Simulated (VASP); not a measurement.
Crystal: Zr2H3.

```
Zr H
1.0
     4.03928    0.00000    0.00000
    -2.01964    3.49812    0.00000
     0.00000    0.00000    4.48162
Zr H
2 3
Direct
  0.33333 0.66667 0.00000
  0.66667 0.33333 0.00000
  0.33333 0.66667 0.50000
  0.66667 0.33333 0.50000
  0.00000 0.00000 0.50000
```

The cell was built from a structure type or drawn by symmetry, and may not be a known phase.

```yaml
Program: VASP 6.6.1
Task: relaxation of cell and atoms
Functional: PBE
Potentials_or_basis: VASP PAW PBE potentials, release 64 (Zr_sv, H)
Cutoff: 600 eV
k_mesh: 6 × 6 × 4
Occupations: gaussian, width 0.1 eV
Spin: no spin polarisation
```

At the start: pressure 9.5 GPa; volume 12.66 Å³/atom.

Problem. Where does the relaxation end?

Solution. Over 9 steps the energy falls by 732.0 meV/atom and the volume is 16.63 Å³/atom (+31.3 %); space group P6/mmm (No. 191, to 0.1 Å) before and after.

The path:
| step | energy change (eV) | largest force (eV/Å) | pressure (GPa) | volume (Å³) |
| --- | --- | --- | --- | --- |
| 1 | 0.0000 | 0.0000 | 9.50 | 63.32 |
| 2 | -2.8491 | 0.0000 | 3.59 | 69.26 |
| 3 | -3.3066 | 0.0000 | 9.27 | 72.48 |
| 4 | -3.4266 | 0.0000 | 7.36 | 71.74 |
| 5 | -3.4205 | 0.0000 | 7.71 | 71.91 |
| 6 | -3.6517 | 0.0000 | 0.76 | 81.25 |
| 7 | -3.6547 | 0.0000 | -0.02 | 82.66 |
| 8 | -3.6547 | 0.0000 | 0.10 | 82.43 |
| 9 | -3.6602 | 0.0000 | 0.06 | 83.13 |

Final structure:
```
Zr H
1.0
     5.03863    0.00000    0.00000
    -2.51932    4.36358    0.00000
     0.00000    0.00000    3.78095
Zr H
2 3
Direct
  0.33333 0.66667 0.00000
  0.66667 0.33333 0.00000
  0.33333 0.66667 0.50000
  0.66667 0.33333 0.50000
  0.00000 0.00000 0.50000
```

Caveat: the volume moved by over 15 % at a fixed basis, so the end points are rough.
